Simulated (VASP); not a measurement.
# NaHF2 (R-3m) in VASP: a series of runs, part 2 of 2

VASP 6.6.1. The steps go on from the part before.

### 3 Single point, r2SCAN

The input, POSCAR:

```
NaHF2
1.0
    1.7135624000      0.9893257100      4.5712872300
   -1.7135624000      0.9893257100      4.5712872300
    0.0000000000     -1.9786514200      4.5712872300
Na H F
1 1 2
Direct
    0.0000000000      0.0000000000      0.0000000000
    0.5000000000      0.5000000000      0.5000000000
    0.4171989800      0.4171989800      0.4171989800
    0.5828010200      0.5828010200      0.5828010200
```

The input, INCAR.step1:

```
SYSTEM = NaHF2
PREC = Accurate
ENCUT = 520
ISMEAR = -1
SIGMA = 0.02
LREAL = .FALSE.
LASPH = .TRUE.
NELM = 100
NBANDS = 19
GGA = PE
ALGO = Normal
EDIFF = 1E-4
LWAVE = .TRUE.
LCHARG = .FALSE.
```

The input, INCAR.step2:

```
SYSTEM = NaHF2
PREC = Accurate
ENCUT = 520
EDIFF = 1E-7
ISMEAR = -1
SIGMA = 0.02
LREAL = .FALSE.
LASPH = .TRUE.
NELM = 100
ALGO = Normal
ISIF = 2
LWAVE = .FALSE.
LCHARG = .FALSE.
METAGGA = R2SCAN
LMIXTAU = .TRUE.
NBANDS = 19
ISTART = 1
```

The input, KPOINTS:

```
Automatic mesh
0
G
  10 10 10
  0 0 0
```

Potentials or basis: VASP PAW PBE potentials, release 64 (Na_pv, H, F).

Run with:

```bash
cat potpaw_PBE.64/Na_pv/POTCAR potpaw_PBE.64/H/POTCAR potpaw_PBE.64/F/POTCAR > POTCAR
cp INCAR.step1 INCAR
mpirun -np 1 vasp_std > vasp.out
cp INCAR.step2 INCAR
mpirun -np 1 vasp_std > vasp.out
```

OUTCAR:

```text
SYSTEM = NaHF2
   PREC = Accurate
   ENCUT = 520
   EDIFF = 1E-7
   ISMEAR = -1
   LREAL = .FALSE.
   LASPH = .TRUE.
   NELM = 100
   ISIF = 2
   METAGGA = R2SCAN
   ISTART = 1

 ion  position               nearest neighbor table
   1  0.000  0.000  0.000-   4 2.29   3 2.29   4 2.29   4 2.29   3 2.29   3 2.29
   2  0.500  0.500  0.500-   3 1.14   4 1.14
   3  0.417  0.417  0.417-   2 1.14   1 2.29   1 2.29   1 2.29
[... 728 lines left out ...]

  FORCE on cell =-STRESS in cart. coord.  units (eV):
  Direction    XX          YY          ZZ          XY          YZ          ZX
  --------------------------------------------------------------------------------------
  -------------------------------------------------------------------------------------
  Total       -0.1853469     -0.1853469      0.0773574      0.0000000     -0.0000000      0.0000000
  in kB       -6.3865597     -6.3865596      2.6655300      0.0000000     -0.0000000      0.0000000
  external PRESSURE =      -3.3691965 kB  Pullay stress =       0.0000000 kB

 VOLUME and BASIS-vectors are now :
 -----------------------------------------------------------------------------
  energy-cutoff  :      520.00
  volume of cell :       46.50
      direct lattice vectors                 reciprocal lattice vectors
     1.713562400  0.989325710  4.571287230     0.291789783  0.168464910  0.072918921
    -1.713562400  0.989325710  4.571287230    -0.291789783  0.168464910  0.072918921
     0.000000000 -1.978651420  4.571287230     0.000000000 -0.336929820  0.072918921

 POSITION                                       TOTAL-FORCE (eV/Angst)
 -----------------------------------------------------------------------------------
      0.00000      0.00000      0.00000        -0.000000      0.000000     -0.000000
      0.00000      0.00000      6.85693         0.000000     -0.000000     -0.000000
      0.00000      0.00000      5.72141         0.000000      0.000000     -0.095156
      0.00000      0.00000      7.99245         0.000000     -0.000000      0.095156
 -----------------------------------------------------------------------------------
    total drift:                                0.000000     -0.000000     -0.000000

  FREE ENERGIE OF THE ION-ELECTRON SYSTEM (eV)
  ---------------------------------------------------
  free  energy   TOTEN  =       -22.7806872905 eV

  energy  without entropy=      -22.7806872905  energy(sigma->0) =      -22.78068729
```

It took 9.3 min on 1 thread of Intel Xeon Platinum 8488C (Sapphire Rapids), shared host; peak memory 0.31 GiB.

Results:

| Quantity | Value |
| --- | --- |
| Free energy | -22.7807 eV |
| Pressure | -0.3 GPa |
| Largest force | 0.095 eV/Å |
| Band gap on the k mesh | 7.81 eV (least direct gap 7.91 eV) |

Forces on the atoms (eV/Å):
```
Na   0.000  0.000  0.000
H    0.000  0.000  0.000
F    0.000  0.000 -0.095
F    0.000  0.000  0.095
```

Levels at points of the mesh, in eV from the valence-band top:
```
           k point  band 9  band 10  band 11  band 12  band 13  band 14
(0.00, 0.00, 0.00)   -0.24    -0.24    -0.10     7.81    14.33    15.50
(0.50, 0.00, 0.00)   -0.54    -0.33    -0.30    12.12    12.72    16.57
(0.50, 0.50, 0.00)   -0.83    -0.48    -0.14    12.86    13.21    14.76
(0.50, 0.50, 0.50)   -0.73     0.00     0.00     9.44    11.02    17.52
```

Caveat: the PAW data sets were made with another functional, which shifts forces and pressure a little. A k mesh can miss the band edges.

### 4 Single point, HSE06

POSCAR is that of step 3.

The input, INCAR.step1:

```
ALGO = Normal ; EDIFF = 1E-5
ENCUT = 520 ; GGA = PE
ISIF = 2 ; ISMEAR = -1
LASPH = T ; LCHARG = F
LREAL = F ; LWAVE = T
NBANDS = 19 ; NELM = 60
PREC = Accurate ; SIGMA = 0.02
```

The input, INCAR.step2:

```
ALGO = Normal ; EDIFF = 1E-6
ENCUT = 520 ; GGA = PE
HFSCREEN = 0.2079 ; ISIF = 2
ISMEAR = -1 ; ISTART = 1
LASPH = T ; LCHARG = F
LHFCALC = T ; LREAL = F
LWAVE = F ; NBANDS = 19
NELM = 60 ; PREC = Accurate
PRECFOCK = Normal ; SIGMA = 0.02
```

The input, KPOINTS:

```
k-points
0
Gamma
  4 4 4
```

Run with:

```bash
cat potpaw_PBE.64/Na_pv/POTCAR potpaw_PBE.64/H/POTCAR potpaw_PBE.64/F/POTCAR > POTCAR
cp INCAR.step1 INCAR
mpirun -np 1 vasp_std > vasp.out
cp INCAR.step2 INCAR
mpirun -np 1 vasp_std > vasp.out
```

Run time: 23 min. Hardware: 1 thread of Intel Xeon Platinum 8488C (Sapphire Rapids), shared host; peak memory 0.34 GiB.

Results (log left out):

| Property | Result |
| --- | --- |
| Free energy | -21.1733 eV |
| Pressure | 0.8 GPa |
| Largest force | 0.157 eV/Å |
| Band gap on the k mesh | 9.20 eV |

Forces on the atoms (eV/Å):
```
Na   0.000  0.000  0.000
H    0.000  0.000  0.000
F    0.000  0.000  0.157
F    0.000  0.000 -0.157
```

Stress tensor (GPa, compression positive):
```
1.11 0.00 0.00
0.00 1.11 0.00
0.00 0.00 0.22
```

Levels at points of the mesh, in eV from the valence-band top:
```tsv
k point	band 8	band 9	band 10	band 11	band 12	band 13	band 14	band 15
(0.00, 0.00, 0.00)	-0.57	-0.30	-0.30	0.00	9.20	15.65	16.99	20.52
(0.50, 0.00, 0.00)	-0.75	-0.61	-0.39	-0.21	13.54	14.22	17.85	18.14
(0.50, 0.50, 0.00)	-0.94	-0.91	-0.42	-0.18	14.36	14.63	16.19	16.36
(0.50, 0.50, 0.50)	-0.80	-0.80	-0.05	-0.05	10.91	12.30	19.13	21.83
```

Caveat: the k points lie up to 0.54 Å⁻¹ apart; the PAW data sets were made with another functional, which shifts forces and pressure a little.

### 5 Single point, PBE0

POSCAR is that of step 4.

The input, INCAR.step1:

```
SYSTEM = NaHF2
PREC = Accurate ; ENCUT = 520
EDIFF = 1E-5 ; ISMEAR = -1
SIGMA = 0.02 ; LREAL = .FALSE.
LASPH = .TRUE. ; NELM = 100
ALGO = Normal ; ISIF = 2
LWAVE = .TRUE. ; LCHARG = .FALSE.
NBANDS = 19 ; GGA = PE
```

The input, INCAR.step2:

```
SYSTEM = NaHF2
PREC = Accurate ; ENCUT = 520
EDIFF = 1E-6 ; ISMEAR = -1
SIGMA = 0.02 ; LREAL = .FALSE.
LASPH = .TRUE. ; NELM = 100
ALGO = Normal ; ISIF = 2
LWAVE = .FALSE. ; LCHARG = .FALSE.
GGA = PE ; LHFCALC = .TRUE.
AEXX = 0.25 ; PRECFOCK = Normal
NBANDS = 19 ; ISTART = 1
```

The input, KPOINTS:

```
regular mesh
0
G
  4 4 4
  0 0 0
```

Run with:

```bash
cat potpaw_PBE.64/Na_pv/POTCAR potpaw_PBE.64/H/POTCAR potpaw_PBE.64/F/POTCAR > POTCAR
cp INCAR.step1 INCAR
mpirun -np 1 vasp_std > vasp.out
cp INCAR.step2 INCAR
mpirun -np 1 vasp_std > vasp.out
```

Wall time 23 min (1 thread of Intel Xeon Platinum 8488C (Sapphire Rapids), shared host); peak memory 0.24 GiB.

Results (log left out):

```yaml
Free_energy: -22.2101 eV
Pressure: 0.8 GPa
Largest_force: 0.150 eV/Å
Band_gap_on_the_k_mesh: 9.98 eV
```

Forces in eV/Å, atoms in the order of the input:
```
Na   0.000  0.000  0.000
H    0.000  0.000  0.000
F    0.000  0.000  0.150
F    0.000  0.000 -0.150
```

Stress tensor (GPa, compression positive):
```
1.06 0.00 0.00
0.00 1.06 0.00
0.00 0.00 0.21
```

Levels at points of the mesh, in eV from the valence-band top:
```
           k point  band 9  band 10  band 11  band 12  band 13  band 14
(0.00, 0.00, 0.00)   -0.30    -0.30     0.00     9.98    16.45    17.78
(0.50, 0.00, 0.00)   -0.62    -0.40    -0.22    14.33    15.01    18.65
(0.50, 0.50, 0.00)   -0.92    -0.42    -0.19    15.15    15.42    16.99
(0.50, 0.50, 0.50)   -0.81    -0.06    -0.06    11.70    13.10    19.93
```

Caveat: the k points lie up to 0.54 Å⁻¹ apart; the PAW data sets were made with another functional, which shifts forces and pressure a little.

### 6 Overview

```tsv
level	k mesh	grid for exact exchange (PRECFOCK)	share of exact exchange	screening parameter	gap on the mesh (eV)	pressure (GPa)	largest force (eV/Å)
r2SCAN	8 × 8 × 8	-	-	-	7.81	-0.3	0.10
r2SCAN	10 × 10 × 10	-	-	-	7.81	-0.3	0.10
HSE06	4 × 4 × 4	Normal	0.25	0.2079 1/Å	9.20	0.8	0.16
PBE0	4 × 4 × 4	Normal	0.25	-	9.98	0.8	0.15
```

Alike in all rows: task single point; potentials or basis VASP PAW PBE potentials, release 64 (Na_pv, H, F); no spin polarisation; cell as given; cutoff (eV) 520; smearing fermi-dirac 0.02 eV.

Caveats: some runs use coarse meshes; the PAW data sets were made with another functional, which shifts forces and pressure a little.

Absolute energies hang on the potentials; compare differences alone.
